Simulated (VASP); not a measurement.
# P (Im-3m) in VASP: further runs

Runs on P. Level: PBE. Tasks: relaxation of cell and atoms.

All numbers are computed with VASP 6.6.1; they aren't measurements. Logs are shortened: lines on timing, memory, paths and dates and some standing lists are left out, and cuts for length are marked.

## (1) The cell of the first run

Symmetry: Im-3m, No. 229, cubic system. The conventional cell has a = 3.080 Å, b = 3.080 Å, c = 3.080 Å, α = 90.00°, β = 90.00°, γ = 90.00°. P (site symmetry m-3m) has 14 P at 2.67 to 3.08 Å within 3.5 Å.

This isn't the form of P at room conditions, which is orthorhombic.

## (2) Relaxation of cell and atoms, PBE, target pressure 40 GPa, at which the enthalpy is minimised

INCAR reads:

```
PREC = Accurate
ENCUT = 500
EDIFF = 1E-7
ISMEAR = -1
SIGMA = 0.05
LREAL = F
LASPH = T
NELM = 120
ALGO = Normal
ISIF = 3
LWAVE = F
LCHARG = F
GGA = PE
IBRION = 2
NSW = 60
EDIFFG = -0.03
PSTRESS = 400.0
GGA_COMPAT = F
NELMIN = 4
```

KPOINTS reads:

```
Automatic mesh
0
Gamma
  21 21 21
```

POSCAR reads:

```
P
1.0
   -1.5400000000      1.5400000000      1.5400000000
    1.5400000000     -1.5400000000      1.5400000000
    1.5400000000      1.5400000000     -1.5400000000
P
1
Direct
    0.0000000000      0.0000000000      0.0000000000
```

Potentials or basis: VASP PAW PBE potentials, release 64 (P).

Command:

```
$ cat potpaw_PBE.64/P/POTCAR > POTCAR
$ mpirun -np 1 vasp_std > vasp.out
```

OUTCAR:

```text
PREC = Accurate
   ENCUT = 500
   EDIFF = 1E-7
   ISMEAR = -1
   LREAL = F
   LASPH = T
   NELM = 120
   ISIF = 3
   GGA = PE
   IBRION = 2
   NSW = 60
   EDIFFG = -0.03
   PSTRESS = 400.0
   NELMIN = 4

 ion  position               nearest neighbor table
   1  0.000  0.000  0.000-

  LATTYP: Found a body centered cubic cell.
 ALAT       =     3.0800000000

  Lattice vectors:

 A1 = (  -1.5400000000,   1.5400000000,   1.5400000000)
 A2 = (   1.5400000000,  -1.5400000000,   1.5400000000)
 A3 = (   1.5400000000,   1.5400000000,  -1.5400000000)

Analysis of symmetry for initial positions (statically):
=====================================================================
 Subroutine PRICEL returns:
 Original cell was already a primitive cell.

 Routine SETGRP: Setting up the symmetry group for a
 body centered cubic supercell.

 Subroutine GETGRP returns: Found 48 space group operations
 (whereof 48 operations were pure point group operations)
 out of a pool of 48 trial point group operations.

The static configuration has the point symmetry O_h .

Analysis of symmetry for dynamics (positions and initial velocities):
=====================================================================
 Subroutine PRICEL returns:
 Original cell was already a primitive cell.

 Routine SETGRP: Setting up the symmetry group for a
 body centered cubic supercell.

 Subroutine GETGRP returns: Found 48 space group operations
 (whereof 48 operations were pure point group operations)
 out of a pool of 48 trial point group operations.

The dynamic configuration has the point symmetry O_h .

 Subroutine INISYM returns: Found 48 space group operations
 (whereof 48 operations are pure point group operations),
 and found     1 'primitive' translations

----------------------------------------------------------------------------------------

                                     Primitive cell

  volume of cell :      14.6091

  direct lattice vectors                    reciprocal lattice vectors
    -1.540000000  1.540000000  1.540000000     0.000000000  0.324675325  0.324675325
     1.540000000 -1.540000000  1.540000000     0.324675325  0.000000000  0.324675325
     1.540000000  1.540000000 -1.540000000     0.324675325  0.324675325  0.000000000

  length of vectors
     2.667358244  2.667358244  2.667358244     0.459160248  0.459160248  0.459160248

  position of ions in fractional coordinates (direct lattice)
     0.000000000  0.000000000  0.000000000

  ion indices of the primitive-cell ions
   primitive index   ion index
                 1           1

----------------------------------------------------------------------------------------

 KPOINTS: Automatic mesh

Automatic generation of k-mesh.
 Grid dimensions read from file:
 generate k-points for:   21   21   21

 Generating k-lattice:

  Cartesian coordinates                     Fractional coordinates (reciprocal lattice)
     0.000000000  0.015460730  0.015460730     0.047619048  0.000000000  0.000000000
     0.015460730  0.000000000  0.015460730     0.000000000  0.047619048  0.000000000
     0.015460730  0.015460730  0.000000000     0.000000000  0.000000000  0.047619048

  Length of vectors
     0.021864774  0.021864774  0.021864774

  Shift w.r.t. Gamma in fractional coordinates (k-lattice)
     0.000000000  0.000000000  0.000000000

 Subroutine IBZKPT returns following result:
 ===========================================

 Found    286 irreducible k-points:

 Following reciprocal coordinates:
            Coordinates               Weight
  0.000000  0.000000  0.000000      1.000000
  0.047619  0.000000  0.000000     12.000000
  0.095238  0.000000  0.000000     12.000000
  0.142857  0.000000  0.000000     12.000000
  0.190476  0.000000  0.000000     12.000000
  0.238095  0.000000  0.000000     12.000000
[... 16 lines left out ...]
  0.142857  0.095238  0.000000     48.000000
  0.190476  0.095238  0.000000     48.000000
 [... further k-points ...]
   k-points           NKPTS =    286   k-points in BZ     NKDIM =    286   number of bands    NBANDS=      6
   number of dos      NEDOS =    301   number of ions     NIONS =      1
   total plane-waves  NPLWV =   8000
   dimension x,y,z NGX =    20 NGY =   20 NGZ =   20
   dimension x,y,z NGXF=    40 NGYF=   40 NGZF=   40
   ions per type =               1
   NGX,Y,Z   is equivalent  to a cutoff of  12.47, 12.47, 12.47 a.u.
   NGXF,Y,Z  is equivalent  to a cutoff of  24.93, 24.93, 24.93 a.u.
 SYSTEM =  unknown system
   PREC   = accura    normal or accurate (medium, high low for compatibility)
   ISTART =      0    job   : 0-new  1-cont  2-samecut
   ICHARG =      2    charge: 1-file 2-atom 10-const
   ISPIN  =      1    spin polarized calculation?
   LNONCOLLINEAR =      F non collinear calculations
   LSORBIT =      F    spin-orbit coupling
   LASPH  =      T    aspherical Exc in radial PAW
   ENCUT  =  500.0 eV  36.75 Ry    6.06 a.u.   4.86  4.86  4.86*2*pi/ulx,y,z
   NELM   =    120;   NELMIN=  4; NELMDL= -5     # of ELM steps
   EDIFF  = 0.1E-06   stopping-criterion for ELM
   LREAL  =      F    real-space projection
   EDIFFG = -.3E-01   stopping-criterion for IOM
   NSW    =     60    number of steps for IOM
   IBRION =      2    ionic relax: 0-MD 1-quasi-New 2-CG
   NFREE  =      1    steps in history (QN), initial steepest desc. (CG)
   ISIF   =      3    stress and relaxation
   ISYM   =      2    0-nonsym 1-usesym 2-fastsym
   POTIM  = 0.5000    time-step for ionic-motion
   TEBEG  =    0.0;   TEEND  =   0.0 temperature during run
   PSTRESS=  400.0 pullay stress
   NELECT =       5.0000    total number of electrons
   NUPDOWN=      -1.0000    fix difference up-down
   EMIN   =  10.00;   EMAX   =-10.00  energy-range for DOS
   EFERMI =   0.00;   METHOD = LEGACY
   ISMEAR =    -1;   SIGMA  =   0.05  broadening in eV -4-tet -1-fermi 0-gaus
   EFERMI_NEDOS =   21; number of points for ismear=-14 and -15
   IALGO  =     38    algorithm
   IMIX   =      4    mixing-type and parameters
     AMIX     =   0.40;   BMIX     =  1.00
     AMIX_MAG =   1.60;   BMIX_MAG =  1.00
  volume/ion in A,a.u.               =      14.61        98.59
  Fermi-wavevector in a.u.,A,eV,Ry     =   1.145137  2.163995 17.841847  1.311339
  Thomas-Fermi vector in A             =   2.281826
   LORBIT       =      0    0 simple, 1 ext, 2 COOP (PROOUT), +10 PAW based schemes
   GGA     = PE    functional components
   LHFCALC =     F    Hartree Fock is set to
   AEXX    =    0.0000 exact exchange contribution
   IVDW    =     0    specifies the selected vdW correction
   LEPSILON=     F    determine dielectric tensor
   LRPA    =     F    only Hartree local field effects (RPA)
 conjugate gradient relaxation of ions
 non-spin polarized calculation
  energy-cutoff  :      500.00
  volume of cell :       14.61
 maximum number of plane-waves:       382
   NGX =  9   NGY =  9   NGZ =  9

--------------------------------------- Ionic step        1  -------------------------------------------

 number of electron       5.0000001 magnetization

 Free energy of the ion-electron system (eV)
  ---------------------------------------------------
  ext. energy  EPLUGINS =         0.00000000
  ---------------------------------------------------
  free energy    TOTEN  =        -4.68137806 eV

  energy without entropy =       -4.67752656  energy(sigma->0) =       -4.67945231

 E-fermi :   9.6255     XC(G=0): -11.4562

 val. band max:        9.6126548245   @ k =  -0.2381   0.3810   0.0476
 cond. band min:       9.6723223980   @ k =   0.2857   0.2857   0.0952
 fundamental gap:      0.0596675734
 Fermi energy:         9.6254544651

 k-point     1 :       0.0000    0.0000    0.0000
  band No.  band energies     occupation
      1      -6.5517      2.00000
      2      16.5389      0.00000
      3      16.5389      0.00000
      4      16.5389      0.00000
      5      21.5454      0.00000
      6      21.5454      0.00000

 k-point     2 :       0.0476    0.0000    0.0000
  band No.  band energies     occupation
      1      -6.4849      2.00000
      2      16.0930      0.00000
      3      16.2894      0.00000
      4      16.4977      0.00000
      5      21.3472      0.00000
      6      21.6294      0.00000

 k-point     3 :       0.0952    0.0000    0.0000
  band No.  band energies     occupation
      1      -6.2843      2.00000
      2      14.9455      0.00000
      3      15.6978      0.00000
      4      16.3771      0.00000
      5      20.8370      0.00000
      6      21.6093      0.00000

 k-point     4 :       0.1429    0.0000    0.0000
  band No.  band energies     occupation
      1      -5.9509      2.00000
      2      13.4036      0.00000
      3      14.9918      0.00000
      4      16.1872      0.00000
      5      20.1734      0.00000
      6      21.1389      0.00000
[... 304 lines left out ...]
 VOLUME and BASIS-vectors are now :
 -----------------------------------------------------------------------------
  energy-cutoff  :      500.00
  volume of cell :       11.12
      direct lattice vectors                 reciprocal lattice vectors
    -1.406000254  1.406000254  1.406000254     0.000000000  0.355618713  0.355618713
     1.406000254 -1.406000254  1.406000254     0.355618713  0.000000000  0.355618713
     1.406000254  1.406000254 -1.406000254     0.355618713  0.355618713  0.000000000

 POSITION                                       TOTAL-FORCE (eV/Angst)
 -----------------------------------------------------------------------------------
      0.00000      0.00000     -0.00000        -0.000000     -0.000000      0.000000
 -----------------------------------------------------------------------------------
    total drift:                                0.000000      0.000000     -0.000000

  FREE ENERGIE OF THE ION-ELECTRON SYSTEM (eV)
  ---------------------------------------------------
  free  energy   TOTEN  =        -4.3820936607 eV

  energy  without entropy=       -4.3782763546  energy(sigma->0) =       -4.38018501

  enthalpy is  TOTEN    =        -1.6064379397 eV   P V=        2.7756557210

--------------------------------------- Ionic step        5  -------------------------------------------

 number of electron       4.9999999 magnetization

 Free energy of the ion-electron system (eV)
  ---------------------------------------------------
  ext. energy  EPLUGINS =         0.00000000
  ---------------------------------------------------
  free energy    TOTEN  =        -4.36521781 eV

  energy without entropy =       -4.36135312  energy(sigma->0) =       -4.36328547

 E-fermi :  14.0700     XC(G=0): -12.7169

 val. band max:       14.0591811828   @ k =  -0.4286   0.4286   0.1905
 cond. band min:      14.0768331212   @ k =   0.2381   0.1429   0.0476
 fundamental gap:      0.0176519384
 Fermi energy:        14.0699898997

 k-point     1 :       0.0000    0.0000    0.0000
  band No.  band energies     occupation
      1      -5.3446      2.00000
      2      24.0978      0.00000
      3      24.0978      0.00000
      4      24.0978      0.00000
      5      26.7553      0.00000
      6      26.7553      0.00000

 k-point     2 :       0.0476    0.0000    0.0000
  band No.  band energies     occupation
      1      -5.2623      2.00000
      2      23.2547      0.00000
      3      23.4994      0.00000
      4      24.0124      0.00000
      5      26.4952      0.00000
      6      27.1496      0.00000

 k-point     3 :       0.0952    0.0000    0.0000
  band No.  band energies     occupation
      1      -5.0156      2.00000
      2      21.4612      0.00000
      3      22.4443      0.00000
      4      23.7650      0.00000
      5      25.8353      0.00000
      6      27.4934      0.00000

 k-point     4 :       0.1429    0.0000    0.0000
  band No.  band energies     occupation
      1      -4.6049      2.00000
      2      19.2985      0.00000
      3      21.3983      0.00000
      4      23.3851      0.00000
      5      24.9917      0.00000
      6      27.0832      0.00000
[... 193 lines left out ...]
 VOLUME and BASIS-vectors are now :
 -----------------------------------------------------------------------------
  energy-cutoff  :      500.00
  volume of cell :       11.05
      direct lattice vectors                 reciprocal lattice vectors
    -1.403090977  1.403090977  1.403090977     0.000000000  0.356356080  0.356356080
     1.403090977 -1.403090977  1.403090977     0.356356080  0.000000000  0.356356080
     1.403090977  1.403090977 -1.403090977     0.356356080  0.356356080  0.000000000

 POSITION                                       TOTAL-FORCE (eV/Angst)
 -----------------------------------------------------------------------------------
      0.00000      0.00000     -0.00000        -0.000000     -0.000000      0.000000
 -----------------------------------------------------------------------------------
    total drift:                                0.000000      0.000000     -0.000000

  FREE ENERGIE OF THE ION-ELECTRON SYSTEM (eV)
  ---------------------------------------------------
  free  energy   TOTEN  =        -4.3652178092 eV

  energy  without entropy=       -4.3613531213  energy(sigma->0) =       -4.36328547

  enthalpy is  TOTEN    =        -1.6067565097 eV   P V=        2.7584612995

 reached required accuracy - stopping structural energy minimisation
```

It took 47 s on 1 thread of Intel Xeon Platinum 8259CL at 2.50GHz (Skylake/Cascade Lake), shared host; peak memory 0.14 GiB.

Results:

| Quantity | Value |
| --- | --- |
| Free energy | -4.3652 eV |
| Relaxed volume | 11.05 Å³/atom |
| Relaxed cell | a = 2.430 Å, b = 2.430 Å, c = 2.430 Å, α = 109.47°, β = 109.47°, γ = 109.47° |
| Space group after relaxing (to 0.1 Å) | Im-3m (No. 229) |
| Energy change on relaxing (the run minimises the enthalpy) | +316.2 meV/atom |
| Ionic steps | 5 |
| Pressure after relaxing | 40.0 GPa |
| Band gap on the k mesh | zero (an odd number of electrons rules out a gap without spin polarisation) |

Step by step:
```
step  energy change (eV)  largest force (eV/Å)  pressure (GPa)  volume (Å³)
   1              0.0000                0.0000           -2.41        14.61
   2              2.2507                0.0000          190.55         7.86
   3              0.2607                0.0000           35.19        11.29
   4              0.2993                0.0000           38.56        11.12
   5              0.3162                0.0000           39.97        11.05
```

Final structure:
```
P
1.0
    -1.40309    1.40309    1.40309
     1.40309   -1.40309    1.40309
     1.40309    1.40309   -1.40309
P
1
Direct
  0.00000 0.00000 0.00000
```

Caveat: the cell is relaxed towards a set pressure, so the run minimises the enthalpy, not the energy; the volume moved by over 15 % at a fixed basis, so the end points are rough.

(Part 1 of 2 ends here.)

The gap in the log of VASP goes by the Fermi energy; the results here count the filled bands.